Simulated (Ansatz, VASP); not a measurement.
## One calculation of Ti, two programs

The input INCAR:

```
SYSTEM = Ti
  ALGO = Normal
  EDIFF = 1E-8
  ENCUT = 520
  GGA = PE
  ISIF = 2
  ISMEAR = -1
  LASPH = .True.
  LCHARG = .False.
  LEFG = .True.
  LREAL = .False.
  LWAVE = .False.
  NBANDS = 12
  NELM = 60
  PREC = Accurate
  SIGMA = 0.05
```

The input KPOINTS:

```
k-points
0
Gamma
  14 14 14
  0 0 0
```

POSCAR

```
Ti
1.0
   -1.6574100000      1.6574100000      1.6410000000
    1.6574100000     -1.6574100000      1.6410000000
    1.6574100000      1.6574100000     -1.6410000000
Ti
1
Direct
    0.0000000000      0.0000000000      0.0000000000
```

Input for Ansatz:

```yaml
crystal:
  lattice:
    - [-1.65741, 1.65741, 1.641]
    - [1.65741, -1.65741, 1.641]
    - [1.65741, 1.65741, -1.641]
  atoms:
    - { symbol: Ti, position: [0.0, 0.0, 0.0] }
kpoints:
  mp_grid: { grid: [14, 14, 14] }
scf:
  occupations: { method: fermi_dirac, width: 0.05 }
hamiltonian:
  xc: pbe
  pseudopotentials: { kind: paw }
output:
  forces: true
  stress: true
  eigenvalues: true
  efg: { contact_densities: true }
  write_density: true
  write_potential: true
  elf: true
  volumetric_format: npy
```

Change from the starting cell: equal xx and yy strain of +1 %, PAW files.

Alike in both runs: task electric field gradients; functional PBE; k mesh 14 × 14 × 14; occupations fermi-dirac, width 0.05 eV; no spin polarisation.

|  | VASP | Ansatz |
| --- | --- | --- |
| version | VASP 6.6.1 | Ansatz 0.2.0 |
| potentials or method | VASP PAW PBE potentials, release 64 (Ti_sv) | PAW with Ansatz's default frozen-core files, scalar-relativistic |
| plane-wave cutoff (eV) | 520 | 420 |
| valence electrons in the cell | 12 | 12 |

|  | VASP | Ansatz | Ansatz less VASP |
| --- | --- | --- | --- |
| pressure (GPa) | -4.5 | -4.3 | +0.19 |
| traceless stress, the component that is largest in VASP (GPa) | -0.21 | -0.21 | +0.001 |

With one functional, cell and mesh, what is left measures potentials, basis and numerics.
